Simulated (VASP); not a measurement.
Write the native input for VASP 6.6.1 that does the following.

| Quantity | Value |
| --- | --- |
| Task | single point |
| Functional | PBE |
| Potentials or basis | VASP PAW PBE potentials, release 64 (Al, N) |
| Cutoff | 520 eV |
| k mesh | 10 × 10 × 10 |
| Occupations | gaussian, width 0.028 eV |
| Spin | no spin polarisation |
| Dipole correction | no |
| Further INCAR settings | ALGO = Normal; EDIFF = 1e-06; NBANDS = 11 |

The structure of AlN lies in POSCAR:

```
AlN
1.0
    0.0000000000      2.1839935596      2.1839935596
    2.1839935596      0.0000000000      2.1839935596
    2.1839935596      2.1839935596      0.0000000000
Al N
1 1
Direct
    0.0000000000      0.0000000000      0.0000000000
    0.2500000000      0.2500000000      0.2500000000
```

One way to write it, as run:

INCAR

```
SYSTEM = AlN
ALGO     = Normal         ! electronic algorithm
EDIFF    = 1E-6           ! SCF threshold, eV
ENCUT    = 520            ! plane-wave cutoff, eV
GGA      = PE             ! functional
ISIF     = 2              ! what is computed and relaxed
ISMEAR   = 0              ! smearing method
LASPH    = .TRUE.         ! aspherical terms in the spheres
LCHARG   = .FALSE.        ! write CHGCAR
LREAL    = .FALSE.        ! projectors in reciprocal space
LWAVE    = .FALSE.        ! write WAVECAR
NBANDS   = 11             ! bands
NELM     = 60             ! most SCF steps
PREC     = Accurate       ! precision mode
SIGMA    = 0.028000000000000004 ! smearing width, eV
```

KPOINTS

```
k-points
0
G
  10 10 10
  0 0 0
```

Potentials or basis: VASP PAW PBE potentials, release 64 (Al, N).

Command:

```bash
$ cat potpaw_PBE.64/Al/POTCAR potpaw_PBE.64/N/POTCAR > POTCAR
$ mpirun -np 1 vasp_std > vasp.out
```

It gave:

```json
{"Pressure": "4.6 GPa", "Band gap on the k mesh": "3.32 eV, indirect (least direct gap 4.20 eV)"}
```

It took 9.3 s on 1 thread of Intel Xeon 6975P-C (shared host), peak memory 0.13 GiB.
